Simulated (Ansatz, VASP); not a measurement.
# GaSb3: VASP beside Ansatz

File INCAR:

```
SYSTEM = GaSb3
  ALGO = Normal
  EDIFF = 1E-6
  ENCUT = 520
  GGA = PS
  ISIF = 2
  ISMEAR = 0
  IVDW = 12
  LASPH = .True.
  LCHARG = .False.
  LREAL = .False.
  LWAVE = .False.
  NBANDS = 22
  NELM = 80
  PREC = Accurate
  SIGMA = 0.15
```

Contents of KPOINTS:

```
k-points
0
Gamma
  10 10 10
  0 0 0
```

Contents of POSCAR:

```
GaSb3
1.0
    0.0000000000      3.6815130998      3.5857729617
    3.6815130998      0.0000000000      3.5857729617
    3.6815130998      3.6815130998      0.0000000000
Ga Sb
1 3
Direct
    0.0000000000      0.0000000000      0.0000000000
    0.2500000000      0.2500000000      0.2500000000
    0.7500000000      0.7500000000      0.7500000000
    0.5000000000      0.5000000000      0.5000000000
```

Input for Ansatz:

```yaml
crystal:
  lattice:
    - [0.0, 3.6815130998, 3.5857729617]
    - [3.6815130998, 0.0, 3.5857729617]
    - [3.6815130998, 3.6815130998, 0.0]
  atoms:
    - { symbol: Ga, position: [0.0, 0.0, 0.0] }
    - { symbol: Sb, position: [0.25, 0.25, 0.25] }
    - { symbol: Sb, position: [0.75, 0.75, 0.75] }
    - { symbol: Sb, position: [0.5, 0.5, 0.5] }
basis:
  ecutwfc: 420
kpoints:
  mp_grid: { grid: [10, 10, 10] }
hamiltonian:
  xc: pbesol
  pseudopotentials: { kind: paw, azcp: { folder: soft_1 } }
  dispersion: d3bj
scf:
  occupations: { method: gaussian, width: 0.15 }
output:
  forces: true
  stress: true
  eigenvalues: true
```

Change from the starting cell: mode 4 frozen in at +0.000 Å, equal normal strain along x and y +0.0267.

Alike in both runs: task single point; functional PBEsol; dispersion D3(BJ); k mesh 10 × 10 × 10; occupations gaussian, width 0.15 eV; no spin polarisation.

|  | VASP | Ansatz |
| --- | --- | --- |
| version | VASP 6.6.1 | Ansatz 0.2.0 |
| potentials or method | VASP PAW PBE potentials, release 64 (Ga_d, Sb), cutoff 520 eV | scalar-relativistic, plane waves, PAW |
| valence electrons in the cell | 28 | 58 |

Ansatz gave:

- gap on the k mesh at the Fermi level (eV): none
- pressure (GPa): -3.3
- traceless stress, the component that is largest in VASP (GPa): 0.58

Question: Estimate VASP's values.

Answer: gap on the k mesh at the Fermi level (eV): none; pressure (GPa): -3.3; traceless stress, the component that is largest in VASP (GPa): 0.59.

VASP's potentials were made for PBE, not for PBEsol, and Ansatz warns of the same on its side. A gap of «none» marks a metal or a gap that the smearing closes. VASP's potentials hold 28 valence electrons a cell and Ansatz's 58, so a difference there can come from the potentials and not from the codes.

Neither program's run includes spin-orbit coupling.
